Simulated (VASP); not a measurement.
Runs of VASP 6.6.1 on ZrF. The structure is that of space group P6_3mc (No. 186), or close to it. The cells are those of the table. 

```csv
task,cell,k mesh,cutoff (eV),gap on the mesh (eV),pressure (GPa),largest force (eV/Å)
single point,"a = 3.492, b = 3.492, c = 5.593 Å, angles 90.0, 90.0, 120.0°, 4 atoms",6 × 6 × 4,520,none,22.7,0.62
single point,"a = 3.142, b = 3.142, c = 7.625 Å, angles 90.0, 90.0, 120.0°, 4 atoms",18 × 18 × 6,520,none,0.0,-
relaxation of cell and atoms,"relaxed from a = 3.492, b = 3.492, c = 5.593 Å, angles 90.0, 90.0, 120.0°, 4 atoms",6 × 6 × 4,600,none,-0.2,0.01
single point,"a = 3.131, b = 3.131, c = 7.672 Å, angles 90.0, 90.0, 120.0°, 4 atoms",6 × 6 × 4,520,none,(a),0.01
```

Alike in all rows: level PBE; potentials or basis VASP PAW PBE potentials, release 64 (Zr_sv, F); no spin polarisation; smearing gaussian 0.1 eV.

Question: Fill in the values left out.

Answer: (a) -0.1.

Caveats: some runs use coarse meshes.

A k mesh can miss the band edges, and the runs leave out spin-orbit coupling on Zr.

A gap of «none» marks levels without a gap at the run's occupations.
